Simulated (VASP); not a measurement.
# Pd (Fm-3m) in VASP: further runs

Pd is run at these levels: revPBE; tasks: single point, relaxation of cell and atoms.

All numbers are computed with VASP 6.6.1; they aren't measurements. Logs are shortened: lines on timing, memory, paths and dates and some standing lists are left out, and cuts for length are marked.

### Step 1. The cell of the first run

Symmetry: Fm-3m, No. 225, cubic system. The conventional cell has a = 3.974 Å, b = 3.974 Å, c = 3.974 Å, α = 90.00°, β = 90.00°, γ = 90.00°. Pd (site symmetry m-3m) has 12 Pd at 2.81 Å within 3.7 Å.

### Step 2. Single point, revPBE

Input file INCAR:

```
ALGO     = Normal         # electronic algorithm
EDIFF    = 1E-6           # SCF threshold, eV
ENCUT    = 500            # plane-wave cutoff, eV
GGA      = RE             # functional
GGA_COMPAT= F            
ISIF     = 2              # what is computed and relaxed
ISMEAR   = -1             # smearing method
LASPH    = T              # aspherical terms in the spheres
LCHARG   = F              # write CHGCAR
LREAL    = F              # projectors in reciprocal space
LWAVE    = F              # write WAVECAR
NBANDS   = 11             # bands
NELM     = 120            # most SCF steps
PREC     = Accurate       # precision mode
SIGMA    = 0.1            # smearing width, eV
```

Input file KPOINTS:

```
k-points
0
Gamma
  14 14 14
```

Input file POSCAR:

```
Pd
1.0
    0.0000000000      1.9869669267      1.9869669267
    1.9869669267      0.0000000000      1.9869669267
    1.9869669267      1.9869669267      0.0000000000
Pd
1
Direct
    0.0000000000      0.0000000000      0.0000000000
```

Potentials or basis: VASP PAW PBE potentials, release 64 (Pd).

Run with:

```
cat potpaw_PBE.64/Pd/POTCAR > POTCAR
mpirun -np 1 vasp_std > vasp.out
```

OUTCAR:

```text
EDIFF = 1E-6
   ENCUT = 500
   GGA = RE
   ISIF = 2
   ISMEAR = -1
   LASPH = T
   LREAL = F
   NELM = 120
   PREC = Accurate

 ion  position               nearest neighbor table
   1  0.000  0.000  0.000-

  LATTYP: Found a face centered cubic cell.
 ALAT       =     3.9739338534

  Lattice vectors:

 A1 = (   0.0000000000,   1.9869669267,   1.9869669267)
 A2 = (   1.9869669267,   0.0000000000,   1.9869669267)
 A3 = (   1.9869669267,   1.9869669267,   0.0000000000)

Analysis of symmetry for initial positions (statically):
=====================================================================
 Subroutine PRICEL returns:
 Original cell was already a primitive cell.

 Routine SETGRP: Setting up the symmetry group for a
 face centered cubic supercell.

 Subroutine GETGRP returns: Found 48 space group operations
 (whereof 48 operations were pure point group operations)
 out of a pool of 48 trial point group operations.

The static configuration has the point symmetry O_h .

Analysis of symmetry for dynamics (positions and initial velocities):
=====================================================================
 Subroutine PRICEL returns:
 Original cell was already a primitive cell.

 Routine SETGRP: Setting up the symmetry group for a
 face centered cubic supercell.

 Subroutine GETGRP returns: Found 48 space group operations
 (whereof 48 operations were pure point group operations)
 out of a pool of 48 trial point group operations.

The dynamic configuration has the point symmetry O_h .

 Subroutine INISYM returns: Found 48 space group operations
 (whereof 48 operations are pure point group operations),
 and found     1 'primitive' translations

----------------------------------------------------------------------------------------

                                     Primitive cell

  volume of cell :      15.6892

  direct lattice vectors                    reciprocal lattice vectors
     0.000000000  1.986966927  1.986966927    -0.251639820  0.251639820  0.251639820
     1.986966927  0.000000000  1.986966927     0.251639820 -0.251639820  0.251639820
     1.986966927  1.986966927  0.000000000     0.251639820  0.251639820 -0.251639820

  length of vectors
     2.809995576  2.809995576  2.809995576     0.435852954  0.435852954  0.435852954

  position of ions in fractional coordinates (direct lattice)
     0.000000000  0.000000000  0.000000000

  ion indices of the primitive-cell ions
   primitive index   ion index
                 1           1

----------------------------------------------------------------------------------------

 KPOINTS: k-points

Automatic generation of k-mesh.
 Grid dimensions read from file:
 generate k-points for:   14   14   14

 Generating k-lattice:

  Cartesian coordinates                     Fractional coordinates (reciprocal lattice)
    -0.017974273  0.017974273  0.017974273     0.071428571  0.000000000  0.000000000
     0.017974273 -0.017974273  0.017974273     0.000000000  0.071428571  0.000000000
     0.017974273  0.017974273 -0.017974273     0.000000000  0.000000000  0.071428571

  Length of vectors
     0.031132354  0.031132354  0.031132354

  Shift w.r.t. Gamma in fractional coordinates (k-lattice)
     0.000000000  0.000000000  0.000000000

 Subroutine IBZKPT returns following result:
 ===========================================

 Found    104 irreducible k-points:

 Following reciprocal coordinates:
            Coordinates               Weight
  0.000000  0.000000  0.000000      1.000000
  0.071429  0.000000  0.000000      8.000000
  0.142857  0.000000  0.000000      8.000000
  0.214286  0.000000  0.000000      8.000000
  0.285714  0.000000  0.000000      8.000000
  0.357143  0.000000  0.000000      8.000000
[... 16 lines left out ...]
  0.214286  0.142857  0.000000     24.000000
  0.285714  0.142857  0.000000     24.000000
 [... further k-points ...]
   k-points           NKPTS =    104   k-points in BZ     NKDIM =    104   number of bands    NBANDS=     11
   number of dos      NEDOS =    301   number of ions     NIONS =      1
   total plane-waves  NPLWV =   8000
   dimension x,y,z NGX =    20 NGY =   20 NGZ =   20
   dimension x,y,z NGXF=    40 NGYF=   40 NGZF=   40
   ions per type =               1
   NGX,Y,Z   is equivalent  to a cutoff of  11.83, 11.83, 11.83 a.u.
   NGXF,Y,Z  is equivalent  to a cutoff of  23.66, 23.66, 23.66 a.u.
 SYSTEM =  unknown system
   PREC   = accura    normal or accurate (medium, high low for compatibility)
   ISTART =      0    job   : 0-new  1-cont  2-samecut
   ICHARG =      2    charge: 1-file 2-atom 10-const
   ISPIN  =      1    spin polarized calculation?
   LNONCOLLINEAR =      F non collinear calculations
   LSORBIT =      F    spin-orbit coupling
   LASPH  =      T    aspherical Exc in radial PAW
   ENCUT  =  500.0 eV  36.75 Ry    6.06 a.u.   5.12  5.12  5.12*2*pi/ulx,y,z
   NELM   =    120;   NELMIN=  2; NELMDL= -5     # of ELM steps
   EDIFF  = 0.1E-05   stopping-criterion for ELM
   LREAL  =      F    real-space projection
   EDIFFG = 0.1E-04   stopping-criterion for IOM
   NSW    =      0    number of steps for IOM
   IBRION =     -1    ionic relax: 0-MD 1-quasi-New 2-CG
   NFREE  =      0    steps in history (QN), initial steepest desc. (CG)
   ISIF   =      2    stress and relaxation
   ISYM   =      2    0-nonsym 1-usesym 2-fastsym
   POTIM  = 0.5000    time-step for ionic-motion
   TEBEG  =    0.0;   TEEND  =   0.0 temperature during run
   PSTRESS=    0.0 pullay stress
   NELECT =      10.0000    total number of electrons
   NUPDOWN=      -1.0000    fix difference up-down
   EMIN   =  10.00;   EMAX   =-10.00  energy-range for DOS
   EFERMI =   0.00;   METHOD = LEGACY
   ISMEAR =    -1;   SIGMA  =   0.10  broadening in eV -4-tet -1-fermi 0-gaus
   EFERMI_NEDOS =   21; number of points for ismear=-14 and -15
   IALGO  =     38    algorithm
   IMIX   =      4    mixing-type and parameters
     AMIX     =   0.40;   BMIX     =  1.00
     AMIX_MAG =   1.60;   BMIX_MAG =  1.00
  volume/ion in A,a.u.               =      15.69       105.88
  Fermi-wavevector in a.u.,A,eV,Ry     =   1.408881  2.662398 27.006811  1.984945
  Thomas-Fermi vector in A             =   2.530993
   LORBIT       =      0    0 simple, 1 ext, 2 COOP (PROOUT), +10 PAW based schemes
   GGA     = RE    functional components
   LHFCALC =     F    Hartree Fock is set to
   AEXX    =    0.0000 exact exchange contribution
   IVDW    =     0    specifies the selected vdW correction
   LEPSILON=     F    determine dielectric tensor
   LRPA    =     F    only Hartree local field effects (RPA)
 non-spin polarized calculation
  energy-cutoff  :      500.00
  volume of cell :       15.69
 maximum number of plane-waves:       411
   NGX = 11   NGY = 11   NGZ = 11

 number of electron      10.0000000 magnetization

 number of electron       9.9999999 magnetization

 Free energy of the ion-electron system (eV)
  ---------------------------------------------------
  ext. energy  EPLUGINS =         0.00000000
  ---------------------------------------------------
  free energy    TOTEN  =        -4.77811517 eV

  energy without entropy =       -4.70562981  energy(sigma->0) =       -4.74187249

 E-fermi :   8.8788     XC(G=0): -12.7231

 val. band max:        8.8759884728   @ k =   0.3571   0.2143   0.0714
 cond. band min:       8.8796606957   @ k =  -0.4286   0.3571   0.0714
 fundamental gap:      0.0036722229
 Fermi energy:         8.8787694485

 k-point     1 :       0.0000    0.0000    0.0000
  band No.  band energies     occupation
      1       2.2148      2.00000
      2       6.2908      2.00000
      3       6.2908      2.00000
      4       6.2908      2.00000
      5       7.7370      1.99998
      6       7.7370      1.99998
      7      25.9978      0.00000
      8      30.4446      0.00000
      9      30.4446      0.00000
     10      30.4446      0.00000
     11      35.1890      0.00000

 k-point     2 :       0.0714    0.0000    0.0000
  band No.  band energies     occupation
      1       2.3899      2.00000
      2       6.2334      2.00000
      3       6.3487      2.00000
      4       6.3487      2.00000
      5       7.7109      1.99998
      6       7.7109      1.99998
      7      26.1534      0.00000
      8      29.2772      0.00000
      9      30.6239      0.00000
     10      30.6239      0.00000
     11      35.4914      0.00000

 k-point     3 :       0.1429    0.0000    0.0000
  band No.  band energies     occupation
      1       2.8825      2.00000
      2       6.1120      2.00000
      3       6.4824      2.00000
      4       6.4824      2.00000
      5       7.6757      1.99999
      6       7.6757      1.99999
      7      26.1570      0.00000
      8      27.4251      0.00000
      9      31.1001      0.00000
     10      31.1001      0.00000
     11      34.8278      0.00000

 k-point     4 :       0.2143    0.0000    0.0000
  band No.  band energies     occupation
      1       3.5477      2.00000
      2       6.1115      2.00000
      3       6.5678      2.00000
      4       6.5678      2.00000
      5       7.7594      1.99997
      6       7.7594      1.99997
      7      24.1667      0.00000
      8      27.0755      0.00000
      9      31.6251      0.00000
     10      31.6251      0.00000
     11      33.9854      0.00000

 k-point     5 :       0.2857    0.0000    0.0000
  band No.  band energies     occupation
      1       4.0252      2.00000
      2       6.5134      2.00000
      3       6.5134      2.00000
      4       6.6207      2.00000
      5       8.0414      1.99954
      6       8.0414      1.99954
      7      21.5723      0.00000
      8      26.6405      0.00000
      9      31.5096      0.00000
     10      31.5096      0.00000
     11      34.3925      0.00000
[... 211 lines left out ...]
 k-point    21 :      -0.0714    0.0714    0.0000
  band No.  band energies     occupation
      1       2.6729      2.00000
      2       6.1236      2.00000
      3       6.4298      2.00000
      4       6.4679      2.00000
      5       7.5850      2.00000
      6       7.7741      1.99997
      7      26.3490      0.00000
      8      28.2307      0.00000
      9      30.0617      0.00000
     10      31.3378      0.00000
     11      35.1626      0.00000

 k-point    22 :       0.1429    0.1429    0.0000
  band No.  band energies     occupation
      1       3.1064      2.00000
      2       5.8445      2.00000
      3       6.6915      2.00000
      4       6.6915      2.00000
      5       7.3114      2.00000
      6       7.9233      1.99986
      7      26.8340      0.00000
      8      28.3790      0.00000
      9      29.2441      0.00000
     10      29.2441      0.00000
     11      35.3772      0.00000

 k-point    23 :       0.2143    0.1429    0.0000
  band No.  band energies     occupation
      1       3.6309      2.00000
      2       5.6555      2.00000
      3       6.7809      2.00000
      4       6.8757      2.00000
      5       7.3349      2.00000
      6       8.0337      1.99957
      7      26.2249      0.00000
      8      27.3793      0.00000
      9      28.5758      0.00000
     10      29.6215      0.00000
     11      34.4845      0.00000

 k-point    24 :       0.2857    0.1429    0.0000
  band No.  band energies     occupation
      1       4.2253      2.00000
      2       5.6035      2.00000
      3       6.5690      2.00000
      4       6.9467      2.00000
      5       7.8986      1.99989
      6       8.2532      1.99617
      7      23.7129      0.00000
      8      27.1479      0.00000
      9      28.0040      0.00000
     10      29.9777      0.00000
     11      34.0982      0.00000

 [... further k-points ...]
[... 5 lines left out ...]
  --------------------------------------------------------------------------------------
  -------------------------------------------------------------------------------------
  Total       -0.0208957     -0.0208957     -0.0208957     -0.0000000     -0.0000000      0.0000000
  in kB       -2.1338610     -2.1338610     -2.1338610     -0.0000000     -0.0000000      0.0000000
  external PRESSURE =      -2.1338610 kB  Pullay stress =       0.0000000 kB

 VOLUME and BASIS-vectors are now :
 -----------------------------------------------------------------------------
  energy-cutoff  :      500.00
  volume of cell :       15.69
      direct lattice vectors                 reciprocal lattice vectors
     0.000000000  1.986966927  1.986966927    -0.251639820  0.251639820  0.251639820
     1.986966927  0.000000000  1.986966927     0.251639820 -0.251639820  0.251639820
     1.986966927  1.986966927  0.000000000     0.251639820  0.251639820 -0.251639820

 POSITION                                       TOTAL-FORCE (eV/Angst)
 -----------------------------------------------------------------------------------
      0.00000      0.00000      0.00000         0.000000     -0.000000     -0.000000
 -----------------------------------------------------------------------------------
    total drift:                                0.000000      0.000000      0.000000

  FREE ENERGIE OF THE ION-ELECTRON SYSTEM (eV)
  ---------------------------------------------------
  free  energy   TOTEN  =        -4.7781151709 eV

  energy  without entropy=       -4.7056298139  energy(sigma->0) =       -4.74187249
```

Wall time 8.4 s (1 thread of Intel Xeon 6975P-C (Granite Rapids), shared host); peak memory 0.13 GiB.

What came out:

```
Free energy            : -4.7781 eV
Pressure               : -0.2 GPa
Band gap on the k mesh : zero (band 5 reaches 9.11 eV, above the bottom of band 6 at 7.68 eV)
```

Levels at points of the mesh, in eV from the Fermi level:
| k point | band 3 | band 4 | band 5 | band 6 | band 7 | band 8 |
| --- | --- | --- | --- | --- | --- | --- |
| (0.00, 0.00, 0.00) | -2.59 | -2.59 | -1.14 | -1.14 | 17.12 | 21.57 |
| (0.50, 0.00, 0.00) | -2.63 | -0.06 | -0.06 | 1.15 | 6.85 | 16.46 |
| (0.50, 0.50, 0.00) | -0.09 | 0.23 | 0.23 | 3.36 | 10.15 | 12.89 |

Caveat: the PAW data sets were made with another functional, which shifts forces and pressure a little.

### Step 3. Single point, revPBE (volume scaled by 0.88)

Input file INCAR:

```
PREC     = Accurate       # precision mode
ENCUT    = 500            # plane-wave cutoff, eV
EDIFF    = 1E-6           # SCF threshold, eV
ISMEAR   = -1             # smearing method
SIGMA    = 0.1            # smearing width, eV
LREAL    = F              # projectors in reciprocal space
LASPH    = T              # aspherical terms in the spheres
NELM     = 120            # most SCF steps
ALGO     = Normal         # electronic algorithm
ISIF     = 2              # what is computed and relaxed
LWAVE    = F              # write WAVECAR
LCHARG   = F              # write CHGCAR
GGA      = RE             # functional
NBANDS   = 11             # bands
GGA_COMPAT= F
```

Input file KPOINTS:

```
Automatic mesh
0
Gamma
  22 22 22
```

Input file POSCAR:

```
Pd
1.0
    0.0000000000      1.9040785576      1.9040785576
    1.9040785576      0.0000000000      1.9040785576
    1.9040785576      1.9040785576      0.0000000000
Pd
1
Direct
    0.0000000000      0.0000000000      0.0000000000
```

Potentials or basis: VASP PAW PBE potentials, release 64 (Pd).

Run with:

```
cat potpaw_PBE.64/Pd/POTCAR > POTCAR
mpirun -np 1 vasp_std > vasp.out
```

Run time: 25 s. Hardware: 1 thread of Intel Xeon 6975P-C (Granite Rapids), shared host; peak memory 0.16 GiB.

The run converged. Its results:

```yaml
Free_energy: -4.6451 eV
Pressure: 27.0 GPa
Band_gap_on_the_k_mesh: zero (band 5 reaches 11.35 eV, above the bottom of band 6 at 9.57 eV)
```

Levels at points of the mesh, in eV from the Fermi level:
```csv
k point,band 1,band 2,band 3,band 4,band 5,band 6,band 7,band 8,band 9,band 10
"(0.00, 0.00, 0.00)",-7.66,-3.18,-3.18,-3.18,-1.39,-1.39,17.17,22.35,22.35,22.35
"(0.50, 0.00, 0.00)",-5.85,-3.24,-3.24,-0.05,-0.05,0.86,7.88,16.55,21.76,21.76
"(0.50, 0.50, 0.00)",-6.01,-5.69,-0.08,0.31,0.31,3.35,11.48,13.58,13.58,22.57
```

Caveat: the PAW data sets were made with another functional, which shifts forces and pressure a little.

[end of part 1 of 2]
